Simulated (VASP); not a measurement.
# La: single point with r2SCAN

La:

```xyz
4
Lattice="3.7872 0.0000 0.0000 -1.8936 3.2798 0.0000 0.0000 0.0000 12.0621" Properties=species:S:1:pos:R:3 pbc="T T T"
La    3.7872    0.0000    0.0000
La    3.7872    0.0000    6.0310
La    0.0000    2.1865    9.0466
La    1.8936    1.0933    3.0155
```

```json
{"Program": "VASP 6.6.1", "Task": "single point", "Functional": "r2SCAN", "Potentials or basis": "VASP PAW PBE potentials, release 64 (La)", "Cutoff": "520 eV", "k mesh": "10 × 10 × 3", "Occupations": "fermi-dirac, width 0.03 eV", "Spin": "no spin polarisation"}
```

```
Pressure               : 0.1 GPa
Band gap on the k mesh : zero (bands 22 and 23 overlap by 1.29 eV)
```

Stress tensor (GPa, compression positive):
```
 0.12  0.00  0.00
 0.00  0.12  0.00
 0.00  0.00 -0.05
```

Levels at points of the mesh, in eV from the Fermi level:
```tsv
k point	band 20	band 21	band 22	band 23	band 24	band 25
(0.00, 0.00, 0.00)	-1.83	0.52	0.70	1.35	1.35	1.42
(0.50, 0.00, 0.00)	-1.07	-0.66	-0.29	-0.21	0.52	0.99
```

It took 6.8 min on 1 thread of AMD EPYC 9R45 96-Core Processor (Zen 5), on a shared host, peak memory 0.31 GiB.

Caveat: the PAW data sets were made with another functional, which shifts forces and pressure a little; spin-orbit coupling is left out, which moves the levels of the heavy elements.
